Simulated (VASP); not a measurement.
# SiC16 in VASP: single point with PBE+D3(BJ)

Aim: the single point of SiC16 with PBE+D3(BJ).

Everything below comes from runs of VASP 6.6.1. Logs are shortened: lines on timing, memory, paths and dates and some standing lists are left out, and cuts for length are marked.

## Step 1: The cell of the first run

The cell holds a slab with vacuum, 17 atoms: a = 4.930 Å, b = 4.422 Å, c = 22.694 Å, α = 90.00°, β = 90.00°, γ = 90.00°.

## Step 2: Single point, PBE+D3(BJ), collinear spin

INCAR

```
SYSTEM = SiC16
PREC = Accurate ; ENCUT = 520
EDIFF = 1E-6 ; ISMEAR = 0
SIGMA = 0.05 ; LREAL = Auto
LASPH = .True. ; NELM = 150
ALGO = Normal ; ISIF = 2
LWAVE = .False. ; LCHARG = .True.
ISPIN = 2 ; MAGMOM = 0 0 0 0 0 0 0 0 0 0 0 0 0 0 0 0 2
LORBIT = 11 ; LDIPOL = .True.
IDIPOL = 3 ; DIPOL = 0.5 0.5 0.310
GGA = PE ; IVDW = 12
LVHAR = .True. ; LVACPOTAV = .True.
NBANDS = 52 ; KPAR = 4
```

KPOINTS

```
Automatic mesh
0
Gamma
  6 6 1
  0 0 0
```

POSCAR

```
SiC16
1.0
    4.9298676323      0.0000000000      0.0000000000
    0.0000000000      4.4224271195      0.0000000000
    0.0000000000      0.0000000000     22.6937497910
C Si
16 1
Direct
    0.2500000000      0.4155274488      0.1762599851
    0.7500000000      0.4155274488      0.1762599851
    0.0000000000      0.5195584910      0.2001803947
    0.5000000000      0.5195584910      0.2001803947
    0.0000000000      0.7272227621      0.2480852155
    0.5000000000      0.7272227621      0.2480852155
    0.2500000000      0.8312538043      0.2720056251
    0.7500000000      0.8312538043      0.2720056251
    0.2500000000      0.0442051686      0.3198734326
    0.7500000000      0.0442051686      0.3198734326
    0.0000000000      0.1500808487      0.3425973485
    0.5000000000      0.1500808487      0.3425973485
    0.0000000000      0.3779776253      0.3900566375
    0.5000000000      0.3779776253      0.3900566375
    0.2500000000      0.4764186278      0.4095290499
    0.7500000000      0.4764186278      0.4095290499
    0.3333333333      0.4764186278      0.5461305384
```

Potentials or basis: VASP PAW PBE potentials, release 64 (C, Si).

Started as:

```bash
cat potpaw_PBE.64/C/POTCAR potpaw_PBE.64/Si/POTCAR > POTCAR
mpirun -np 4 vasp_std > vasp.out
```

OUTCAR:

```text
SYSTEM = SiC16
   PREC = Accurate
   ENCUT = 520
   EDIFF = 1E-6
   ISMEAR = 0
   LREAL = Auto
   LASPH = .True.
   NELM = 150
   ISIF = 2
   ISPIN = 2
   LORBIT = 11
   GGA = PE
   IVDW = 12
 IVDW          = 12

 ion  position               nearest neighbor table
   1  0.250  0.416  0.176-   3 1.42   4 1.42
   2  0.750  0.416  0.176-   3 1.42   4 1.42
   3  0.000  0.520  0.200-   5 1.42   2 1.42   1 1.42
   4  0.500  0.520  0.200-   6 1.42   2 1.42   1 1.42
   5  0.000  0.727  0.248-   3 1.42   7 1.42   8 1.42
   6  0.500  0.727  0.248-   4 1.42   7 1.42   8 1.42
   7  0.250  0.831  0.272-   5 1.42   6 1.42   9 1.44
   8  0.750  0.831  0.272-   5 1.42   6 1.42  10 1.44
   9  0.250  0.044  0.320-  11 1.42  12 1.42   7 1.44
  10  0.750  0.044  0.320-  11 1.42  12 1.42   8 1.44
  11  0.000  0.150  0.343-   9 1.42  10 1.42  13 1.48
  12  0.500  0.150  0.343-   9 1.42  10 1.42  14 1.48
  13  0.000  0.378  0.390-  15 1.38  16 1.38  11 1.48
  14  0.500  0.378  0.390-  15 1.38  16 1.38  12 1.48
  15  0.250  0.476  0.410-  13 1.38  14 1.38
  16  0.750  0.476  0.410-  13 1.38  14 1.38
  17  0.333  0.476  0.546-

  LATTYP: Found a simple orthorhombic cell.
 ALAT       =     4.4224271195
 B/A-ratio  =     1.1147425382
 C/A-ratio  =     5.1315147040

  Lattice vectors:

 A1 = (   0.0000000000,  -4.4224271195,   0.0000000000)
 A2 = (   4.9298676323,   0.0000000000,   0.0000000000)
 A3 = (   0.0000000000,   0.0000000000,  22.6937497910)

Analysis of symmetry for initial positions (statically):
=====================================================================
 Subroutine PRICEL returns:
 Original cell was already a primitive cell.

 Routine SETGRP: Setting up the symmetry group for a
 simple orthorhombic supercell.

 Subroutine GETGRP returns: Found  1 space group operations
 (whereof  1 operations were pure point group operations)
 out of a pool of  8 trial point group operations.

The static configuration has the point symmetry C_1 .

Analysis of symmetry for dynamics (positions and initial velocities):
=====================================================================
 Subroutine PRICEL returns:
 Original cell was already a primitive cell.

 Routine SETGRP: Setting up the symmetry group for a
 simple orthorhombic supercell.

 Subroutine GETGRP returns: Found  1 space group operations
 (whereof  1 operations were pure point group operations)
 out of a pool of  8 trial point group operations.

The dynamic configuration has the point symmetry C_1 .

Analysis of structural, dynamic, and magnetic symmetry:
[... 187 lines left out ...]
  free energy    TOTEN  =      -137.41841803 eV

  energy without entropy =     -137.40801155  energy(sigma->0) =     -137.41321479

 E-fermi :  -1.6141     XC(G=0):  -4.3754

 val. band max:       -1.6155551096   @ k =   0.0000   0.5000   0.0000
 cond. band min:      -1.6096603379   @ k =   0.0000   0.0000   0.0000
 fundamental gap:      0.0058947716
 Fermi energy:        -1.6140514205

 spin component 1

 k-point     1 :       0.0000    0.0000    0.0000
  band No.  band energies     occupation
      1     -20.8420      1.00000
      2     -19.7387      1.00000
      3     -18.1200      1.00000
      4     -16.6228      1.00000
      5     -16.5422      1.00000
      6     -16.3043      1.00000
[... 969 lines left out ...]
     45       4.6534      0.00000
     46       4.7695      0.00000
 Fermi energy:        -1.6140514205

 spin component 2

 k-point     1 :       0.0000    0.0000    0.0000
  band No.  band energies     occupation
      1     -20.8847      1.00000
      2     -19.8576      1.00000
      3     -18.2722      1.00000
      4     -16.6502      1.00000
      5     -16.5726      1.00000
      6     -16.4477      1.00000
[... 969 lines left out ...]
     45       4.6552      0.00000
     46       4.8277      0.00000
 [bands above 46 left out]

------------------------ aborting loop because EDIFF is reached ----------------------------------------

 Edisp (eV)   -2.06673

 E8    (eV) :    -0.6213

  FORCE on cell =-STRESS in cart. coord.  units (eV):
  Direction    XX          YY          ZZ          XY          YZ          ZX
  --------------------------------------------------------------------------------------
  -------------------------------------------------------------------------------------
  Total      -0.37006    -2.00798    -4.91398    -0.02230     0.29617    -0.42302
  in kB      -1.19833    -6.50230   -15.91262    -0.07221     0.95908    -1.36984
  external pressure =       -7.87 kB  Pullay stress =        0.00 kB

 VOLUME and BASIS-vectors are now :
 -----------------------------------------------------------------------------
  energy-cutoff  :      520.00
  volume of cell :      494.77
      direct lattice vectors                 reciprocal lattice vectors
     4.929867632  0.000000000  0.000000000     0.202845203  0.000000000  0.000000000
     0.000000000  4.422427120  0.000000000     0.000000000  0.226120176  0.000000000
     0.000000000  0.000000000 22.693749791     0.000000000  0.000000000  0.044064996

 POSITION                                       TOTAL-FORCE (eV/Angst)
 -----------------------------------------------------------------------------------
      1.23247      1.83764      4.00000        -0.000880      1.421900      1.797692
      3.69740      1.83764      4.00000        -0.000220      1.326745      1.779849
      0.00000      2.29771      4.54284         0.042164     -1.992516     -2.521750
      2.46493      2.29771      4.54284        -0.040199     -1.992970     -2.518151
      0.00000      3.21609      5.62998         0.011627      0.725903      0.985302
      2.46493      3.21609      5.62998        -0.013889      0.725835      0.988508
[... 9 lines left out ...]
      3.69740      2.10693      9.29375        -0.111212     -0.097000      0.463555
      1.64329      2.10693     12.39375        -0.130031      0.213889     -1.572534
 -----------------------------------------------------------------------------------
    total drift:                               -0.000795     -0.017880     -0.033090

  FREE ENERGIE OF THE ION-ELECTRON SYSTEM (eV)
  ---------------------------------------------------
  free  energy   TOTEN  =      -139.4851479268 eV

  energy  without entropy=     -139.4747414471  energy(sigma->0) =     -139.47994469

 vacuum level on the upper side and lower side of the slab         2.677         3.399

 total charge

# of ion       s       p       d       tot
------------------------------------------
    1        0.884   1.549   0.000   2.433
    2        0.882   1.552   0.000   2.434
    3        0.862   1.770   0.000   2.632
    4        0.862   1.770   0.000   2.632
    5        0.865   1.776   0.000   2.641
    6        0.865   1.776   0.000   2.641
[... 9 lines left out ...]
   16        0.887   1.623   0.000   2.510
   17        0.956   0.510   0.000   1.466
--------------------------------------------------
tot         14.863  28.175   0.000  43.038

 magnetization (x)

# of ion       s       p       d       tot
------------------------------------------
    1        0.070   0.323   0.000   0.392
    2       -0.074  -0.387   0.000  -0.461
    3        0.001   0.007   0.000   0.007
    4        0.001   0.007   0.000   0.007
    5       -0.000  -0.002   0.000  -0.002
    6       -0.000  -0.002   0.000  -0.002
[... 9 lines left out ...]
   16       -0.073  -0.450   0.000  -0.523
   17        0.003   0.425   0.000   0.427
--------------------------------------------------
tot         -0.140  -0.389   0.000  -0.529
```

It took 58 min on 4 MPI ranks of Intel Xeon Platinum 8259CL at 2.50GHz (Skylake/Cascade Lake), shared host; peak memory 1.2 GiB.

What came out:

* Free energy: -139.4851 eV
* Largest force: 3.214 eV/Å
* Net moment: -0.16 μB per cell
* Site moments: C +0.39, -0.46, +0.01, -0.00, -0.02, +0.00, -0.06, +0.02, -0.30, -0.52 (each value once); Si +0.43 μB
* Valence electrons inside the program's atomic spheres: C 2.43, 2.63, 2.64, 2.65, 2.62, 2.66, 2.51 (each value once); Si 1.47
* Dispersion energy per atom: -0.122 eV

Forces on the atoms (eV/Å):
```
C   -0.001  1.422  1.798
C    0.000  1.327  1.780
C    0.042 -1.993 -2.522
C   -0.040 -1.993 -2.518
C    0.012  0.726  0.985
C   -0.014  0.726  0.989
C   -0.004 -0.126 -0.215
C    0.007 -0.156 -0.260
C    0.009 -0.066 -0.069
C   -0.008 -0.130 -0.175
C   -0.195  0.399  0.149
C    0.211  0.419  0.122
C    0.124 -0.572 -0.714
C   -0.139 -0.723 -0.965
C    0.238  0.622  2.724
C   -0.111 -0.097  0.464
Si  -0.130  0.214 -1.573
```
